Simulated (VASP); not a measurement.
# Mg2C3 (C2/m) in VASP: a series of runs

Runs on Mg2C3. Level: LDA. Tasks: single point, relaxation of volume and atoms at fixed shape.

Everything below comes from runs of VASP 6.6.1. Logs are shortened: lines on timing, memory, paths and dates and some standing lists are left out, and cuts for length are marked.

### Step 1. The cell of the first run

It takes space group C2/m (No. 12, monoclinic). The conventional cell has a = 4.762 Å, b = 4.633 Å, c = 4.916 Å, α = 90.00°, β = 104.25°, γ = 90.00°. Within 3.4 Å of Mg (site symmetry m) lie 11 C at 2.20 to 3.39 Å and 9 Mg at 2.99 to 3.32 Å. Within 1.8 Å of C (site symmetry m) lie 1 C at 1.32 Å. Within 1.8 Å of C (site symmetry 2/m) lie 2 C at 1.32 Å.

### Step 2. Single point, LDA

INCAR reads:

```
SYSTEM = Mg2C3
  ALGO = Normal
  EDIFF = 1E-7
  ENCUT = 520
  GGA = CA
  ISIF = 2
  ISMEAR = 1
  LASPH = .TRUE.
  LCHARG = .TRUE.
  LELF = .TRUE.
  LREAL = .FALSE.
  LVHAR = .TRUE.
  LWAVE = .FALSE.
  NBANDS = 16
  NELM = 100
  PREC = Accurate
  SIGMA = 0.05
```

KPOINTS reads:

```
k-points
0
G
  5 5 4
  0 0 0
```

POSCAR reads:

```
Mg2C3
1.0
    2.3811028096     -2.3165355424      0.0000000000
    2.3811028096      2.3165355424      0.0000000000
   -1.2096002273      0.0000000000      4.7644492086
Mg C
2 3
Direct
    0.1908749977      0.1908749977      0.8002328807
    0.8091250023      0.8091250023      0.1997671193
    0.7027359338      0.7027359338      0.7378350774
    0.2972640662      0.2972640662      0.2621649226
    0.5000000000      0.5000000000      0.5000000000
```

Potentials or basis: VASP PAW LDA potentials, release 64 (Mg, C).

Command:

```sh
$ cat potpaw_LDA.64/Mg/POTCAR potpaw_LDA.64/C/POTCAR > POTCAR
$ mpirun -np 1 vasp_std > vasp.out
```

OUTCAR:

```text
SYSTEM = Mg2C3
   EDIFF = 1E-7
   ENCUT = 520
   GGA = CA
   ISIF = 2
   ISMEAR = 1
   LASPH = .TRUE.
   LREAL = .FALSE.
   NELM = 100
   PREC = Accurate

 ion  position               nearest neighbor table
   1  0.191  0.191  0.800-   4 2.20   3 2.27   5 2.33   3 2.34   3 2.34   3 2.53   5 2.78   5 2.78
                             4 2.81   2 2.99   2 3.00   2 3.00   2 3.06   2 3.11
   2  0.809  0.809  0.200-   3 2.20   4 2.27   5 2.33   4 2.34   4 2.34   4 2.53   5 2.78   5 2.78
                             3 2.81   1 2.99   1 3.00   1 3.00   1 3.06   1 3.11
   3  0.703  0.703  0.738-   5 1.32   2 2.20   1 2.27   1 2.34   1 2.34   1 2.53   2 2.81
   4  0.297  0.297  0.262-   5 1.32   1 2.20   2 2.27   2 2.34   2 2.34   2 2.53   1 2.81
   5  0.500  0.500  0.500-   3 1.32   4 1.32   1 2.33   2 2.33   1 2.78   1 2.78   2 2.78   2 2.78

  LATTYP: Found a base centered monoclinic cell.
 ALAT       =     4.7622056192
 B/A-ratio  =     0.9728834610
 C/A-ratio  =     1.0322104776
 COS(beta)  =    -0.2460738440

  Lattice vectors:

 A1 = (   2.3811028096,  -2.3165355424,   0.0000000000)
 A2 = (   2.3811028096,   2.3165355424,   0.0000000000)
 A3 = (  -1.2096002273,   0.0000000000,   4.7644492086)

Analysis of symmetry for initial positions (statically):
=====================================================================
 Subroutine PRICEL returns:
 Original cell was already a primitive cell.

 Routine SETGRP: Setting up the symmetry group for a
 base centered monoclinic supercell.

 Subroutine GETGRP returns: Found  4 space group operations
 (whereof  4 operations were pure point group operations)
 out of a pool of  4 trial point group operations.

The static configuration has the point symmetry C_2h.

Analysis of symmetry for dynamics (positions and initial velocities):
=====================================================================
 Subroutine PRICEL returns:
 Original cell was already a primitive cell.

 Routine SETGRP: Setting up the symmetry group for a
 base centered monoclinic supercell.

 Subroutine GETGRP returns: Found  4 space group operations
 (whereof  4 operations were pure point group operations)
 out of a pool of  4 trial point group operations.

The dynamic configuration has the point symmetry C_2h.

 Subroutine INISYM returns: Found  4 space group operations
 (whereof  4 operations are pure point group operations),
 and found     1 'primitive' translations

----------------------------------------------------------------------------------------

                                     Primitive cell

  volume of cell :      52.5605

  direct lattice vectors                    reciprocal lattice vectors
     2.381102810 -2.316535542  0.000000000     0.209986733 -0.215839555  0.053311514
     2.381102810  2.316535542  0.000000000     0.209986733  0.215839555  0.053311514
    -1.209600227  0.000000000  4.764449209     0.000000000  0.000000000  0.209887850

  length of vectors
     3.322045681  3.322045681  4.915598536     0.305815727  0.305815727  0.209887850

  position of ions in fractional coordinates (direct lattice)
     0.190874998  0.190874998  0.800232881
     0.809125002  0.809125002  0.199767119
     0.702735934  0.702735934  0.737835077
     0.297264066  0.297264066  0.262164923
     0.500000000  0.500000000  0.500000000

  ion indices of the primitive-cell ions
   primitive index   ion index
                 1           1
                 2           2
                 3           3
                 4           4
                 5           5

----------------------------------------------------------------------------------------

 KPOINTS: k-points

Automatic generation of k-mesh.
 Grid dimensions read from file:
 generate k-points for:    5    5    4

 Generating k-lattice:

  Cartesian coordinates                     Fractional coordinates (reciprocal lattice)
     0.041997347 -0.043167911  0.010662303     0.200000000  0.000000000 -0.000000000
     0.041997347  0.043167911  0.010662303     0.000000000  0.200000000 -0.000000000
     0.000000000  0.000000000  0.052471962     0.000000000  0.000000000  0.250000000

  Length of vectors
     0.061163145  0.061163145  0.052471962

  Shift w.r.t. Gamma in fractional coordinates (k-lattice)
     0.000000000  0.000000000  0.000000000

 Subroutine IBZKPT returns following result:
 ===========================================

 Found     33 irreducible k-points:

 Following reciprocal coordinates:
            Coordinates               Weight
  0.000000  0.000000  0.000000      1.000000
  0.200000 -0.000000  0.000000      4.000000
  0.400000  0.000000  0.000000      4.000000
  0.200000  0.200000  0.000000      2.000000
  0.400000  0.200000  0.000000      4.000000
 -0.400000  0.200000 -0.000000      4.000000
[... 16 lines left out ...]
 -0.200000 -0.400000  0.250000      4.000000
 -0.200000 -0.200000  0.250000      2.000000
 [... further k-points ...]
   k-points           NKPTS =     33   k-points in BZ     NKDIM =     33   number of bands    NBANDS=     16
   number of dos      NEDOS =    301   number of ions     NIONS =      5
   total plane-waves  NPLWV =  31360
   dimension x,y,z NGX =    28 NGY =   28 NGZ =   40
   dimension x,y,z NGXF=    56 NGYF=   56 NGZF=   80
   ions per type =               2   3
   NGX,Y,Z   is equivalent  to a cutoff of  14.01, 14.01, 13.53 a.u.
   NGXF,Y,Z  is equivalent  to a cutoff of  28.02, 28.02, 27.06 a.u.
 SYSTEM =  Mg2C3
   PREC   = accura    normal or accurate (medium, high low for compatibility)
   ISTART =      0    job   : 0-new  1-cont  2-samecut
   ICHARG =      2    charge: 1-file 2-atom 10-const
   ISPIN  =      1    spin polarized calculation?
   LNONCOLLINEAR =      F non collinear calculations
   LSORBIT =      F    spin-orbit coupling
   LASPH  =      T    aspherical Exc in radial PAW
   ENCUT  =  520.0 eV  38.22 Ry    6.18 a.u.   6.18  6.18  9.14*2*pi/ulx,y,z
   NELM   =    100;   NELMIN=  2; NELMDL= -5     # of ELM steps
   EDIFF  = 0.1E-06   stopping-criterion for ELM
   LREAL  =      F    real-space projection
   EDIFFG = 0.1E-05   stopping-criterion for IOM
   NSW    =      0    number of steps for IOM
   IBRION =     -1    ionic relax: 0-MD 1-quasi-New 2-CG
   NFREE  =      0    steps in history (QN), initial steepest desc. (CG)
   ISIF   =      2    stress and relaxation
   ISYM   =      2    0-nonsym 1-usesym 2-fastsym
   POTIM  = 0.5000    time-step for ionic-motion
   TEBEG  =    0.0;   TEEND  =   0.0 temperature during run
   PSTRESS=    0.0 pullay stress
   NELECT =      16.0000    total number of electrons
   NUPDOWN=      -1.0000    fix difference up-down
   EMIN   =  10.00;   EMAX   =-10.00  energy-range for DOS
   EFERMI =   0.00;   METHOD = LEGACY
   ISMEAR =     1;   SIGMA  =   0.05  broadening in eV -4-tet -1-fermi 0-gaus
   EFERMI_NEDOS =   21; number of points for ismear=-14 and -15
   IALGO  =     38    algorithm
   IMIX   =      4    mixing-type and parameters
     AMIX     =   0.40;   BMIX     =  1.00
     AMIX_MAG =   1.60;   BMIX_MAG =  1.00
  volume/ion in A,a.u.               =      10.51        70.94
  Fermi-wavevector in a.u.,A,eV,Ry     =   1.101273  2.081104 16.501168  1.212802
  Thomas-Fermi vector in A             =   2.237697
   LORBIT       =      0    0 simple, 1 ext, 2 COOP (PROOUT), +10 PAW based schemes
   GGA     = CA    functional components
   LHFCALC =     F    Hartree Fock is set to
   AEXX    =    0.0000 exact exchange contribution
   IVDW    =     0    specifies the selected vdW correction
   LEPSILON=     F    determine dielectric tensor
   LRPA    =     F    only Hartree local field effects (RPA)
 non-spin polarized calculation
 Methfessel and Paxton  Order N= 1 SIGMA  =   0.05
  energy-cutoff  :      520.00
  volume of cell :       52.56
 maximum number of plane-waves:      1434
 NGX is ok and might be reduce to    28
   NGX = 13   NGY = 13   NGZ = 19

 number of electron      15.9999998 magnetization

 Free energy of the ion-electron system (eV)
  ---------------------------------------------------
  ext. energy  EPLUGINS =         0.00000000
  ---------------------------------------------------
  free energy    TOTEN  =       -33.20742462 eV

  energy without entropy =      -33.20745361  energy(sigma->0) =      -33.20743428

 E-fermi :   4.7349     XC(G=0): -10.8725

 val. band max:        4.6927995613   @ k =   0.0000   0.0000   0.5000
 cond. band min:       6.5830832020   @ k =   0.4000   0.4000   0.2500
 fundamental gap:      1.8902836407
 Fermi energy:         4.7348936664

 k-point     1 :       0.0000    0.0000    0.0000
  band No.  band energies     occupation
      1     -11.3017      2.00000
      2      -7.3032      2.00000
      3      -2.7456      2.00000
      4       0.5228      2.00000
      5       1.3269      2.00000
      6       1.8167      2.00000
[... 8 lines left out ...]
     15      14.1831      0.00000
     16      15.1807      0.00000

 k-point     2 :       0.2000   -0.0000    0.0000
  band No.  band energies     occupation
      1     -11.0804      2.00000
      2      -7.2820      2.00000
      3      -2.4517      2.00000
      4      -0.3835      2.00000
      5       0.9307      2.00000
      6       1.5923      2.00000
[... 8 lines left out ...]
     15      13.6042      0.00000
     16      15.3851      0.00000

 k-point     3 :       0.4000    0.0000    0.0000
  band No.  band energies     occupation
      1     -10.6541      2.00000
      2      -7.3154      2.00000
      3      -2.3675      2.00000
      4      -0.7824      2.00000
      5       0.3384      2.00000
      6       1.4813      2.00000
[... 8 lines left out ...]
     15      13.8915      0.00000
     16      14.9495      0.00000
[... 362 lines left out ...]
 k-point    23 :      -0.2000   -0.4000    0.2500
  band No.  band energies     occupation
      1     -10.4794      2.00000
      2      -7.1917      2.00000
      3      -2.3631      2.00000
      4      -0.7151      2.00000
      5      -0.0138      2.00000
      6       0.9424      2.00000
[... 8 lines left out ...]
     15      14.8202      0.00000
     16      15.2964      0.00000

 k-point    24 :      -0.2000   -0.2000    0.2500
  band No.  band energies     occupation
      1     -10.8630      2.00000
      2      -7.2371      2.00000
      3      -2.5660      2.00000
      4      -0.0641      2.00000
      5       0.1057      2.00000
      6       1.4610      2.00000
[... 8 lines left out ...]
     15      14.6743      0.00000
     16      15.1702      0.00000

 [... further k-points ...]

------------------------ aborting loop because EDIFF is reached ----------------------------------------

  FORCE on cell =-STRESS in cart. coord.  units (eV):
  Direction    XX          YY          ZZ          XY          YZ          ZX
  --------------------------------------------------------------------------------------
  -------------------------------------------------------------------------------------
  Total       -0.5072126     -0.7185862     -0.0394065      0.0000000      0.0000000      0.3508821
  in kB      -15.4611142    -21.9043143     -1.2012096      0.0000000      0.0000000     10.6957676
  external PRESSURE =     -12.8555460 kB  Pullay stress =       0.0000000 kB

 VOLUME and BASIS-vectors are now :
 -----------------------------------------------------------------------------
  energy-cutoff  :      520.00
  volume of cell :       52.56
      direct lattice vectors                 reciprocal lattice vectors
     2.381102810 -2.316535542  0.000000000     0.209986733 -0.215839555  0.053311514
     2.381102810  2.316535542  0.000000000     0.209986733  0.215839555  0.053311514
    -1.209600227  0.000000000  4.764449209     0.000000000  0.000000000  0.209887850

 POSITION                                       TOTAL-FORCE (eV/Angst)
 -----------------------------------------------------------------------------------
     -0.05898      0.00000      3.81267        -0.001614      0.000000      0.000655
      3.61158      0.00000      0.95178         0.001614      0.000000     -0.000655
      2.45409      0.00000      3.51538        -0.035981      0.000000     -0.050037
      1.09852      0.00000      1.24907         0.035981      0.000000      0.050037
      1.77630      0.00000      2.38222         0.000000      0.000000      0.000000
 -----------------------------------------------------------------------------------
    total drift:                               -0.000000      0.000000      0.000000

  FREE ENERGIE OF THE ION-ELECTRON SYSTEM (eV)
  ---------------------------------------------------
  free  energy   TOTEN  =       -33.2074246176 eV

  energy  without entropy=      -33.2074536072  energy(sigma->0) =      -33.20743428
```

It took 39 s on 1 thread of Intel Xeon 8259CL, shared host; peak memory 0.17 GiB.

Results:

* Free energy: -33.2074 eV
* Pressure: -1.3 GPa
* Largest force: 0.062 eV/Å
* Band gap on the k mesh: 1.89 eV (least direct gap 2.61 eV)

Forces on the atoms (eV/Å):
```
Mg  -0.002  0.000  0.001
Mg   0.002  0.000 -0.001
C   -0.036  0.000 -0.050
C    0.036  0.000  0.050
C    0.000  0.000  0.000
```

### Step 3. Relaxation of volume and atoms at fixed shape, LDA

This run uses another cell than the first one, of 10.97 Å³/atom.

INCAR reads:

```
SYSTEM = Mg2C3
ALGO = Normal
EDIFF = 1E-6
EDIFFG = -0.03
ENCUT = 600
GGA = CA
IBRION = 2
ISIF = 8
ISMEAR = 1
LASPH = .TRUE.
LCHARG = .FALSE.
LREAL = .FALSE.
LWAVE = .FALSE.
NELM = 100
NSW = 80
PREC = Accurate
SIGMA = 0.05
```

KPOINTS is that of step 2.

POSCAR reads:

```
Mg2C3
1.0
    2.4155000000     -2.3500000000      0.0000000000
    2.4155000000      2.3500000000      0.0000000000
   -1.2270740000      0.0000000000      4.8332760000
Mg C
2 3
Direct
    0.1913000000      0.1913000000      0.7989000000
    0.8087000000      0.8087000000      0.2011000000
    0.7011000000      0.7011000000      0.7385000000
    0.2989000000      0.2989000000      0.2615000000
    0.5000000000      0.5000000000      0.5000000000
```

Potentials or basis: VASP PAW LDA potentials, release 64 (Mg, C).

Command:

```sh
$ cat potpaw_LDA.64/Mg/POTCAR potpaw_LDA.64/C/POTCAR > POTCAR
$ mpirun -np 1 vasp_std > vasp.out
```

OUTCAR:

```text
SYSTEM = Mg2C3
   EDIFF = 1E-6
   EDIFFG = -0.03
   ENCUT = 600
   GGA = CA
   IBRION = 2
   ISIF = 8
   ISMEAR = 1
   LASPH = .TRUE.
   LREAL = .FALSE.
   NELM = 100
   NSW = 80
   PREC = Accurate

 ion  position               nearest neighbor table
   1  0.191  0.191  0.799-   4 2.24   3 2.31   5 2.35   3 2.37   3 2.37   3 2.55   5 2.81   5 2.81
                             4 2.85   2 3.04   2 3.05   2 3.05   2 3.10   2 3.16
   2  0.809  0.809  0.201-   3 2.24   4 2.31   5 2.35   4 2.37   4 2.37   4 2.55   5 2.81   5 2.81
                             3 2.85   1 3.04   1 3.05   1 3.05   1 3.10   1 3.16
   3  0.701  0.701  0.739-   5 1.34   2 2.24   1 2.31   1 2.37   1 2.37   1 2.55   2 2.85
   4  0.299  0.299  0.261-   5 1.34   1 2.24   2 2.31   2 2.37   2 2.37   2 2.55   1 2.85
   5  0.500  0.500  0.500-   3 1.34   4 1.34   1 2.35   2 2.35   1 2.81   1 2.81   2 2.81   2 2.81

  LATTYP: Found a base centered monoclinic cell.
 ALAT       =     4.8310000000
 B/A-ratio  =     0.9728834610
 C/A-ratio  =     1.0322104775
 COS(beta)  =    -0.2460738440

  Lattice vectors:

 A1 = (   2.4155000000,  -2.3500000000,   0.0000000000)
 A2 = (   2.4155000000,   2.3500000000,   0.0000000000)
 A3 = (  -1.2270740000,   0.0000000000,   4.8332760000)

Analysis of symmetry for initial positions (statically):
=====================================================================
 Subroutine PRICEL returns:
 Original cell was already a primitive cell.

 Routine SETGRP: Setting up the symmetry group for a
 base centered monoclinic supercell.

 Subroutine GETGRP returns: Found  4 space group operations
[... 489 lines left out ...]
  ---------------------------------------------------
  free energy    TOTEN  =       -33.21917593 eV

  energy without entropy =      -33.21920492  energy(sigma->0) =      -33.21918560

 E-fermi :   4.8244     XC(G=0): -10.9216

 val. band max:        4.7823142457   @ k =   0.0000   0.0000   0.5000
 cond. band min:       6.6951911935   @ k =   0.4000   0.4000   0.2500
 fundamental gap:      1.9128769478
 Fermi energy:         4.8244083542

 k-point     1 :       0.0000    0.0000    0.0000
  band No.  band energies     occupation
      1     -11.2754      2.00000
      2      -7.2558      2.00000
      3      -2.6993      2.00000
      4       0.5949      2.00000
      5       1.3912      2.00000
      6       1.9027      2.00000
      7       3.2305      2.00000
      8       4.0465      2.00000
      9       8.3616      0.00000
     10       8.4617      0.00000
     11       8.8558      0.00000
     12      12.5001      0.00000
[... 331 lines left out ...]
 k-point    24 :      -0.2000   -0.2000    0.2500
  band No.  band energies     occupation
      1     -10.8281      2.00000
      2      -7.1876      2.00000
      3      -2.5172      2.00000
      4      -0.0068      2.00000
      5       0.1554      2.00000
      6       1.5480      2.00000
      7       3.1876      2.00000
      8       3.5688      2.00000
      9       7.9399      0.00000
     10       9.6486      0.00000
     11      10.1097      0.00000
     12      11.6889      0.00000

 [... further k-points ...]

------------------------ aborting loop because EDIFF is reached ----------------------------------------

  FORCE on cell =-STRESS in cart. coord.  units (eV):
  Direction    XX          YY          ZZ          XY          YZ          ZX
  --------------------------------------------------------------------------------------
  -------------------------------------------------------------------------------------
  Total       -0.1075144     -0.3915731      0.6059786      0.0000000      0.0000000      0.4966088
  in kB       -3.3152594    -12.0743454     18.6856405      0.0000000      0.0000000     15.3131687
  external PRESSURE =       1.0986786 kB  Pullay stress =       0.0000000 kB
[... 20 lines left out ...]
  FREE ENERGIE OF THE ION-ELECTRON SYSTEM (eV)
  ---------------------------------------------------
  free  energy   TOTEN  =       -33.2191759345 eV

  energy  without entropy=      -33.2192049241  energy(sigma->0) =      -33.21918560

 reached required accuracy - stopping structural energy minimisation
```

Wall time 2.6 min (1 thread of Intel Xeon 8259CL, shared host); peak memory 0.18 GiB.

What came out:

* Free energy: -33.2192 eV
* Relaxed volume: 10.39 Å³/atom
* Relaxed cell: a = 3.309 Å, b = 3.309 Å, c = 4.897 Å, α = 100.16°, β = 100.16°, γ = 88.43°
* Space group after relaxing (to 0.1 Å): C2/m (No. 12)
* Energy gained by relaxing: 13.9 meV/atom
* Ionic steps: 9
* Pressure after relaxing: 0.1 GPa
* Largest force after relaxing: 0.024 eV/Å
* Band gap on the k mesh: 1.91 eV (least direct gap 2.64 eV)

Forces on the atoms (eV/Å):
```
Mg   0.002  0.000 -0.008
Mg  -0.002  0.000  0.008
C    0.020  0.000 -0.014
C   -0.020  0.000  0.014
C    0.000  0.000  0.000
```

Step by step:
```
step  energy change (eV)  largest force (eV/Å)  pressure (GPa)  volume (Å³)
   1              0.0000                0.7221           -7.60        54.87
   2              0.0839                3.3620            9.17        50.84
   3             -0.0502                0.6540           -1.89        53.27
   4             -0.0677                0.2270            0.41        51.72
   5             -0.0692                0.0530           -0.14        52.05
   6             -0.0692                0.0620           -0.10        52.02
   7             -0.0693                0.0617            0.32        51.92
   8             -0.0693                0.0436            0.19        51.95
   9             -0.0695                0.0241            0.11        51.96
```

Final structure:
```
CELL_PARAMETERS angstrom
2.37198 -2.30766 0.00000
2.37198 2.30766 0.00000
-1.20497 0.00000 4.74620
ATOMIC_POSITIONS crystal
Mg 0.19094 0.19094 0.80008
Mg 0.80906 0.80906 0.19992
C 0.70255 0.70255 0.73863
C 0.29745 0.29745 0.26137
C 0.50000 0.50000 0.50000
```

Levels at points of the mesh, in eV from the valence-band top:
| k point | band 5 | band 6 | band 7 | band 8 | band 9 | band 10 | band 11 | band 12 |
| --- | --- | --- | --- | --- | --- | --- | --- | --- |
| (0.00, 0.00, 0.00) | -3.39 | -2.88 | -1.55 | -0.74 | 3.58 | 3.68 | 4.07 | 7.72 |
| (0.00, 0.00, 0.50) | -3.85 | -3.58 | -1.02 | 0.00 | 3.20 | 3.46 | 4.40 | 5.86 |

A k mesh can miss the band edges. Zero-point motion and thermal expansion aren't in these numbers.
